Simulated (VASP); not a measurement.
Set up this calculation in VASP 6.6.1, as the native input.

- Task: relaxation of cell and atoms
- Functional: LDA
- Potentials or basis: VASP PAW LDA potentials, release 64 (Os)
- Cutoff: 600 eV
- k mesh: 9 × 9 × 5
- Occupations: fermi-dirac, width 0.05 eV
- Spin: no spin polarisation
- Dipole correction: no
- Further INCAR settings: ALGO = Normal; EDIFF = 1e-06; IBRION = 2; EDIFFG = -0.03; NSW = 80; ISIF = 3

The structure of Os lies in POSCAR:

```
Os
1.0
    2.7000000000      0.0000000000      0.0000000000
   -1.3500000000      2.3382685902      0.0000000000
    0.0000000000      0.0000000000      4.4091000000
Os
2
Direct
    0.3333333333      0.6666666667      0.2500000000
    0.6666666667      0.3333333333      0.7500000000
```

These files were run (other wordings do the same):

INCAR

```
SYSTEM = Os
ALGO = Normal ; EDIFF = 1E-6
EDIFFG = -0.03 ; ENCUT = 600
GGA = CA ; IBRION = 2
ISIF = 3 ; ISMEAR = -1
LASPH = .True. ; LCHARG = .False.
LREAL = .False. ; LWAVE = .False.
NELM = 100 ; NSW = 80
PREC = Accurate ; SIGMA = 0.05
```

KPOINTS

```
k-points
0
Gamma
  9 9 5
  0 0 0
```

Potentials or basis: VASP PAW LDA potentials, release 64 (Os).

Command:

```sh
$ cat potpaw_LDA.64/Os/POTCAR > POTCAR
$ mpirun -np 1 vasp_std > vasp.out
```

Results of the run:

```
Relaxed volume                         : 13.73 Å³/atom
Relaxed cell                           : a = 2.716 Å, b = 2.716 Å, c = 4.298 Å, α = 90.00°, β = 90.00°, γ = 120.00°
Space group after relaxing (to 0.05 Å) : P6_3/mmc (No. 194)
Energy gained by relaxing              : 24.3 meV/atom
Ionic steps                            : 6
Pressure after relaxing                : -0.2 GPa
Band gap on the k mesh                 : zero (band 8 reaches 11.76 eV, above the bottom of band 9 at 7.81 eV)
```

Caveat: spin-orbit coupling is left out, which moves the levels of the heavy elements.

Run time: 27 s on 1 thread of Intel(R) Xeon(R) Platinum 8488C (Sapphire Rapids), with other jobs on the host, peak memory 0.15 GiB.
